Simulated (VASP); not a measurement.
Here is a VASP 6.6.1 calculation.

INCAR

```
SYSTEM = TiTl
PREC = Accurate ; ENCUT = 520
EDIFF = 1E-6 ; ISMEAR = 0
SIGMA = 0.1 ; LREAL = .FALSE.
LASPH = .TRUE. ; NELM = 150
ALGO = Fast ; ISIF = 2
LWAVE = .FALSE. ; LCHARG = .FALSE.
ISPIN = 2 ; MAGMOM = 1 0
LORBIT = 11 ; LMAXMIX = 4
GGA = PE ; NBANDS = 24
```

The input KPOINTS:

```
regular mesh
0
G
  6 6 4
  0 0 0
```

The input POSCAR:

```
TiTl
1.0
    3.1787620455      0.0000000000      0.0000000000
   -1.5893810227      2.7528886840      0.0000000000
    0.0000000000      0.0000000000      4.8298850257
Ti Tl
1 1
Direct
    0.3333333333      0.6666666667      0.5000000000
    0.0000000000      0.0000000000      0.0000000000
```

Potentials or basis: VASP PAW PBE potentials, release 64 (Ti_sv, Tl_d).

Command:

```sh
$ cat potpaw_PBE.64/Ti_sv/POTCAR potpaw_PBE.64/Tl_d/POTCAR > POTCAR
$ mpirun -np 1 vasp_std > vasp.out
```

(1) Predict the site moments.

(2) Estimate the pressure.

Answers

(1) Ti +0.39; Tl +0.01 μB.

(2) 0.0 GPa.

Caveat: the k points lie up to 0.38 Å⁻¹ apart.
